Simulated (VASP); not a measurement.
**Hf: single point with LDA**

Hf:

```
Hf
1.0
     0.00000    2.20864    2.20864
     2.20864    0.00000    2.20864
     2.20864    2.20864    0.00000
Hf
1
Cartesian
  0.0000 0.0000 0.0000
```

This isn't the form of Hf at room conditions, which is hcp.

- Program: VASP 6.6.1
- Task: single point
- Functional: LDA
- Potentials or basis: VASP PAW LDA potentials, release 64 (Hf_pv)
- Cutoff: 520 eV
- k mesh: 20 × 20 × 20
- Occupations: gaussian, width 0.15 eV
- Spin: no spin polarisation
- Dipole correction: no
- Further INCAR settings: ALGO = Normal; EDIFF = 1e-06; NBANDS = 11

```yaml
Pressure: -4.1 GPa
Band_gap_on_the_k_mesh: zero (bands 5 and 6 overlap by 1.91 eV)
```

Levels at points of the mesh, in eV from the Fermi level:
```csv
k point,band 3,band 4,band 5,band 6,band 7,band 8
"(0.00, 0.00, 0.00)",-29.73,-7.28,1.34,1.34,1.34,4.22
"(0.50, 0.00, 0.00)",-29.86,-3.75,0.85,1.09,1.09,6.47
"(0.50, 0.50, 0.00)",-30.07,-3.43,-2.30,2.85,6.46,7.14
```

It took 55 s on 1 thread of Intel Xeon 8259CL, with other jobs on the host, peak memory 0.17 GiB.

Caveat: the cell stands under tension; spin-orbit coupling is left out, which moves the levels of the heavy elements.
